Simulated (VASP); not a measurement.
Li2HgI4:

```
Li Hg I
1.0
     5.71897    0.00000    0.00000
    -2.85948    4.95277    0.00000
     0.00000    0.00000    9.28839
Li Hg I
2 1 4
Direct
  0.33333 0.66667 0.00000
  0.66667 0.33333 0.00000
  0.00000 0.00000 0.50000
  0.33333 0.66667 0.35723
  0.33333 0.66667 0.64277
  0.66667 0.33333 0.64277
  0.66667 0.33333 0.35723
```

The cell was built from a structure type or drawn by symmetry, and may not be a known phase.

* Program: VASP 6.6.1
* Task: relaxation of cell and atoms
* Functional: PBE
* Potentials or basis: VASP PAW PBE potentials, release 64 (Li_sv, Hg, I)
* Cutoff: 600 eV
* k mesh: 3 × 3 × 2
* Occupations: gaussian, width 0.15 eV
* Spin: no spin polarisation

At the start: pressure 6.7 GPa; volume 37.58 Å³/atom.

Question: Where does the relaxation end?

Answer: Over 18 steps the energy falls by 843.8 meV/atom and the volume is 47.66 Å³/atom (+26.8 %); space group P6/mmm (No. 191, to 0.1 Å) before and after.

Step by step:
```
step  energy change (eV)  largest force (eV/Å)  pressure (GPa)  volume (Å³)
   1              0.0000                3.7536            6.73       263.09
   2             -2.7443                1.6502           -0.20       327.90
   3             -2.9541                1.4204           -0.84       345.69
   4             -3.1070                1.1399           -1.53       383.16
   5             -4.5523                1.1216           -1.44       376.30
   6             -1.4555                4.1061            5.64       337.14
   7             -4.8132                1.2294           -1.08       370.88
   8             -5.2639                0.3643            0.55       356.40
   9             -5.3351                0.8165           -0.18       361.45
  10             -5.3424                0.7105            0.00       360.06
  11             -5.5655                0.2610            0.04       358.48
  12             -5.6349                0.0978            0.21       357.16
  13             -5.8173                0.2352           -0.50       361.48
  14             -5.8180                0.2510           -0.53       361.67
  15             -5.8773                0.1738           -0.30       347.80
  16             -5.9028                0.0915            0.03       333.55
  17             -5.9030                0.0823            0.07       331.97
  18             -5.9063                0.0328            0.11       333.65
```

Final structure:
```cif
data_structure
_symmetry_space_group_name_H-M 'P 1'
_symmetry_Int_Tables_number 1
_cell_length_a 6.4166
_cell_length_b 6.4166
_cell_length_c 9.3575
_cell_angle_alpha 90.000
_cell_angle_beta 90.000
_cell_angle_gamma 120.000
_cell_volume 333.65
loop_
_atom_site_label
_atom_site_type_symbol
_atom_site_fract_x
_atom_site_fract_y
_atom_site_fract_z
_atom_site_occupancy
Li1 Li 0.33333 0.66667 0.00000 1
Li2 Li 0.66667 0.33333 0.00000 1
Hg1 Hg 0.00000 0.00000 0.50000 1
I1 I 0.33333 0.66667 0.27217 1
I2 I 0.33333 0.66667 0.72783 1
I3 I 0.66667 0.33333 0.72783 1
I4 I 0.66667 0.33333 0.27217 1
```

Caveat: the k points lie up to 0.38 Å⁻¹ apart in the final cell, too coarse for converged energies and pressures of a metal; the cutoff is under 1.25 times the usual one of these potentials, so pressure, stress and relaxed cells hold a basis-set (Pulay) error; the volume moved by over 15 % at a fixed basis, so the end points are rough; the relaxation stopped at a loose force limit of 0.08 eV/Å, so its end isn't a converged minimum.
